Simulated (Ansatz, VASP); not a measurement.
## Two plane-wave programs on SnGeO2

Contents of INCAR:

```
SYSTEM = SnGeO2
  PREC = Accurate
  ENCUT = 520
  EDIFF = 1E-6
  ISMEAR = 0
  SIGMA = 0.1
  LREAL = .False.
  LASPH = .True.
  NELM = 80
  ALGO = Normal
  ISIF = 2
  LWAVE = .False.
  LCHARG = .False.
  GGA = PE
  NBANDS = 28
```

KPOINTS

```
Automatic mesh
0
Gamma
  6 6 4
  0 0 0
```

The input POSCAR:

```
SnGeO2
1.0
    4.3231514300      0.0000000000      0.0000000000
   -2.1615757100      3.7439589600      0.0000000000
    0.0000000000      0.0000000000      4.7601559300
Sn Ge O
1 1 2
Direct
    0.0000000000      0.0000000000      0.0000000000
    0.0000000000      0.0000000000      0.5000000000
    0.3333333300      0.6666666700      0.0000000000
    0.6666666700      0.3333333300      0.0000000000
```

Input for Ansatz:

```yaml
crystal:
  lattice:
    - [4.32315143, 0.0, 0.0]
    - [-2.16157571, 3.74395896, 0.0]
    - [0.0, 0.0, 4.76015593]
  atoms:
    - { symbol: Sn, position: [0.0, 0.0, 0.0] }
    - { symbol: Ge, position: [0.0, 0.0, 0.5] }
    - { symbol: O, position: [0.33333333, 0.66666667, 0.0] }
    - { symbol: O, position: [0.66666667, 0.33333333, 0.0] }
basis:
  ecutwfc: 420
kpoints:
  mp_grid: { grid: [6, 6, 4] }
hamiltonian:
  xc: pbe
scf:
  occupations: { method: gaussian, width: 0.1 }
  lower_state_search: "off"
output:
  forces: true
  stress: true
  eigenvalues: true
```

Alike in both runs: task single point; functional PBE; k mesh 6 × 6 × 4; occupations gaussian, width 0.1 eV; no spin polarisation.

|  | VASP | Ansatz |
| --- | --- | --- |
| version | VASP 6.6.1 | Ansatz 0.2.0 |
| potentials or method | VASP PAW PBE potentials, release 64 (Sn_d, Ge_d, O), cutoff 520 eV | scalar-relativistic, plane waves, PAW |
| valence electrons in the cell | 40 | 40 |

```tsv
	VASP	Ansatz	Ansatz less VASP
gap on the k mesh at the Fermi level (eV)	none	none	-
pressure (GPa)	-1.3	-1.2	+0.11
traceless stress, the component that is largest in VASP (GPa)	25.43	25.64	+0.210
```

A gap of «none» marks a metal or a gap that the smearing closes. The functional is the same, so the differences come from potentials, cutoffs and numerics.
